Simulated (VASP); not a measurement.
Wanted: the native input for a VASP 6.6.1 run.

* Task: relaxation of cell and atoms
* Functional: PBE
* Potentials or basis: VASP PAW PBE potentials, release 64 (B_h)
* Cutoff: 1230 eV
* k mesh: 8 × 8 × 8
* Occupations: gaussian, width 0.1 eV
* Spin: no spin polarisation
* Dipole correction: no
* Further INCAR settings: ALGO = Normal; EDIFF = 1e-07; IBRION = 2; EDIFFG = -0.04; NSW = 90; ISIF = 3

The structure of B lies in POSCAR:

```
B
1.0
   -1.6946780400      1.6946780400      2.7212783600
    1.6946780400     -1.6946780400      2.7212783600
    1.6946780400      1.6946780400     -2.7212783600
B
4
Direct
    0.7202863500      0.2202863500      0.9405727000
    0.2797136500      0.7797136500      0.0594273000
    0.7797136500      0.7202863500      0.5000000000
    0.2202863500      0.2797136500      0.5000000000
```

The cell was generated, and may not be a known phase.

The input as run:

INCAR

```
ALGO = Normal ; EDIFF = 1E-7
EDIFFG = -0.04 ; ENCUT = 1230
GGA = PE ; GGA_COMPAT = F
IBRION = 2 ; ISIF = 3
ISMEAR = 0 ; LASPH = T
LCHARG = F ; LREAL = F
LWAVE = F ; NELM = 120
NELMIN = 4 ; NSW = 90
PREC = Accurate ; SIGMA = 0.1
```

KPOINTS

```
k-points
0
Gamma
  8 8 8
```

Potentials or basis: VASP PAW PBE potentials, release 64 (B_h).

Run with:

```bash
$ cat potpaw_PBE.64/B_h/POTCAR > POTCAR
$ mpirun -np 1 vasp_std > vasp.out
```

It gave:

* Relaxed volume: 10.72 Å³/atom
* Relaxed cell: a = 4.626 Å, b = 4.626 Å, c = 4.626 Å, α = 138.59°, β = 138.59°, γ = 60.00°
* Space group after relaxing (to 0.1 Å): I4/mcm (No. 140)
* Energy gained by relaxing: 715.3 meV/atom
* Ionic steps: 26
* Pressure after relaxing: 0.3 GPa
* Band gap on the k mesh: zero (bands 6 and 7 overlap by 0.83 eV)

Caveat: the volume moved by over 15 % at a fixed basis, so the end points are rough.

It took 7.6 min on 1 thread of AMD EPYC 9R45 96-Core Processor (Zen 5), on a shared host, peak memory 0.25 GiB.
